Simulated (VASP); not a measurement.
# SrCd (P4/mmm) in VASP: further runs, part 2 of 2

VASP 6.6.1.

### Step 4. Electric field gradients, LDA (equal xx and yy strain of +2 %)

INCAR

```
PREC     = Accurate       # precision mode
ENCUT    = 520            # plane-wave cutoff, eV
EDIFF    = 1E-8           # SCF threshold, eV
ISMEAR   = -1             # smearing method
SIGMA    = 0.08           # smearing width, eV
LREAL    = F              # projectors in reciprocal space
LASPH    = T              # aspherical terms in the spheres
NELM     = 100            # most SCF steps
ALGO     = Normal         # electronic algorithm
ISIF     = 2              # what is computed and relaxed
LWAVE    = F              # write WAVECAR
LCHARG   = F              # write CHGCAR
LEFG     = T            
NBANDS   = 18             # bands
```

KPOINTS

```
regular mesh
0
Gamma
  10 10 10
```

POSCAR

```
SrCd
1.0
    4.0830600000      0.0000000000      0.0000000000
    0.0000000000      4.0830600000      0.0000000000
    0.0000000000      0.0000000000      4.0030000000
Sr Cd
1 1
Direct
    0.5000000000      0.5000000000      0.5000000000
    0.0000000000      0.0000000000      0.0000000000
```

Potentials or basis: VASP PAW LDA potentials, release 64 (Sr_sv, Cd).

Run with:

```
cat potpaw_LDA.64/Sr_sv/POTCAR potpaw_LDA.64/Cd/POTCAR > POTCAR
mpirun -np 1 vasp_std > vasp.out
```

OUTCAR:

```text
PREC = Accurate
   ENCUT = 520
   EDIFF = 1E-8
   ISMEAR = -1
   LREAL = F
   LASPH = T
   NELM = 100
   ISIF = 2

 ion  position               nearest neighbor table
   1  0.500  0.500  0.500-   2 3.51   2 3.51   2 3.51   2 3.51   2 3.51   2 3.51   2 3.51   2 3.51

   2  0.000  0.000  0.000-   1 3.51   1 3.51   1 3.51   1 3.51   1 3.51   1 3.51   1 3.51   1 3.51

  LATTYP: Found a simple tetragonal cell.
 ALAT       =     4.0830600000
 C/A-ratio  =     0.9803921569

  Lattice vectors:

 A1 = (   4.0830600000,   0.0000000000,   0.0000000000)
 A2 = (   0.0000000000,   4.0830600000,   0.0000000000)
 A3 = (   0.0000000000,   0.0000000000,   4.0030000000)

Analysis of symmetry for initial positions (statically):
=====================================================================
 Subroutine PRICEL returns:
 Original cell was already a primitive cell.

 Routine SETGRP: Setting up the symmetry group for a
[... 692 lines left out ...]
  energy-cutoff  :      520.00
  volume of cell :       66.74
      direct lattice vectors                 reciprocal lattice vectors
     4.083060000  0.000000000  0.000000000     0.244914353  0.000000000  0.000000000
     0.000000000  4.083060000  0.000000000     0.000000000  0.244914353  0.000000000
     0.000000000  0.000000000  4.003000000     0.000000000  0.000000000  0.249812641

 POSITION                                       TOTAL-FORCE (eV/Angst)
 -----------------------------------------------------------------------------------
      2.04153      2.04153      2.00150         0.000000      0.000000      0.000000
      0.00000      0.00000      0.00000         0.000000      0.000000      0.000000
 -----------------------------------------------------------------------------------
    total drift:                                0.000000      0.000000     -0.000000

  FREE ENERGIE OF THE ION-ELECTRON SYSTEM (eV)
  ---------------------------------------------------
  free  energy   TOTEN  =        -4.0611944195 eV

  energy  without entropy=       -4.0340318696  energy(sigma->0) =       -4.04761314

 Electric field gradients (V/A^2)
---------------------------------------------------------------------
 ion       V_xx      V_yy      V_zz      V_xy      V_xz      V_yz
---------------------------------------------------------------------
   1      -1.558    -1.558     3.116    -0.000     0.000     0.000
   2       0.139     0.139    -0.279    -0.000     0.000     0.000
---------------------------------------------------------------------

 Electric field gradients after diagonalization (V/A^2)
 (convention: |V_zz| > |V_xx| > |V_yy|)
----------------------------------------------------------------------
 ion       V_xx      V_yy      V_zz     asymmetry (V_yy - V_xx)/ V_zz
----------------------------------------------------------------------
   1      -1.558    -1.558     3.116       0.000
   2       0.139     0.139    -0.279       0.000
----------------------------------------------------------------------

           NMR quadrupolar parameters

 Cq : quadrupolar parameter    Cq=e*Q*V_zz/h
 eta: asymmetry parameters     (V_yy - V_xx)/ V_zz
 Q  : nuclear electric quadrupole moment in mb (millibarn)
----------------------------------------------------------------------
 ion       Cq(MHz)       eta       Q (mb)
----------------------------------------------------------------------
   1       0.008       0.000       1.000
   2      -0.001       0.000       1.000
----------------------------------------------------------------------
```

OSZICAR:

```text
N       E                     dE             d eps       ncg     rms          rms(c)
DAV:   1     0.138077564030E+03    0.13808E+03   -0.11260E+04  4560   0.112E+03
DAV:   2     0.269114375980E+01   -0.13539E+03   -0.13154E+03  4872   0.287E+02
DAV:   3    -0.407033785995E+01   -0.67615E+01   -0.67155E+01  7890   0.554E+01
DAV:   4    -0.418178127177E+01   -0.11144E+00   -0.11126E+00  5406   0.498E+00
DAV:   5    -0.418350975803E+01   -0.17285E-02   -0.17279E-02  6412   0.469E-01    0.157E+01
DAV:   6    -0.406943782742E+01    0.11407E+00   -0.39398E-01  5046   0.507E+00    0.829E+00
DAV:   7    -0.406230032081E+01    0.71375E-02   -0.36118E-02  5240   0.146E+00    0.134E+00
DAV:   8    -0.406124622281E+01    0.10541E-02   -0.48174E-03  6856   0.664E-01    0.202E-01
DAV:   9    -0.406118163814E+01    0.64585E-04   -0.37895E-04  6694   0.114E-01    0.278E-02
DAV:  10    -0.406119223302E+01   -0.10595E-04   -0.37252E-05  7444   0.270E-02    0.147E-02
DAV:  11    -0.406119432412E+01   -0.20911E-05   -0.27833E-06  5506   0.106E-02    0.795E-03
DAV:  12    -0.406119443260E+01   -0.10848E-06   -0.22556E-07  5884   0.300E-03    0.248E-03
DAV:  13    -0.406119441931E+01    0.13291E-07   -0.53195E-08  7646   0.105E-03    0.501E-04
DAV:  14    -0.406119441949E+01   -0.18554E-09   -0.88815E-10  2942   0.189E-04
   1 F= -.40611944E+01 E0= -.40476131E+01  d E =-.271625E-01
```

stdout:

```text
POSCAR found type information on POSCAR SrCd
 POSCAR found :  2 types and       2 ions
 scaLAPACK will be used
 LDA part: xc-table for (Slater(with rela. corr.)+CA(PZ))
 , standard interpolation
 POSCAR, INCAR and KPOINTS ok, starting setup
 FFT: planning ... GRIDC
 FFT: planning ... GRID_SOFT
 FFT: planning ... GRID
 WAVECAR not read
 entering main loop
ion   1

ion   2
```

Wall time 3.2 min (1 thread of Oxide Virtual Turin-like, shared host); peak memory 0.24 GiB.

What came out:

* Free energy: -4.0612 eV
* Pressure: -2.8 GPa
* Band gap on the k mesh: zero (band 11 reaches 3.21 eV, above the bottom of band 12 at 1.17 eV)

Levels at points of the mesh, in eV from the Fermi level:
```csv
k point,band 9,band 10,band 11,band 12,band 13,band 14
"(0.00, 0.00, 0.00)",-8.44,-5.71,1.32,1.32,3.75,3.75
"(0.50, 0.00, 0.00)",-8.43,-3.64,-2.39,1.69,2.09,2.34
"(0.50, 0.50, 0.00)",-8.33,-3.19,-0.04,-0.04,0.96,3.82
"(0.00, 0.00, 0.50)",-8.41,-3.53,-2.33,1.75,2.10,2.10
"(0.50, 0.00, 0.50)",-8.32,-3.10,-0.01,0.05,1.07,3.63
"(0.50, 0.50, 0.50)",-8.31,-0.94,-0.72,-0.72,-0.70,4.47
```

Electric field gradients, principal values (V/Å²):
```
atom   least  middle  greatest (by size)
1 Sr  -1.558  -1.558               3.116
2 Cd   0.139   0.139              -0.279
```

Caveat: the cell differs from its parent crystal (equal xx and yy strain of +2 %); without QUAD_EFG the Cq values of the log hold for a quadrupole moment of 1 mb, not for the nuclei.
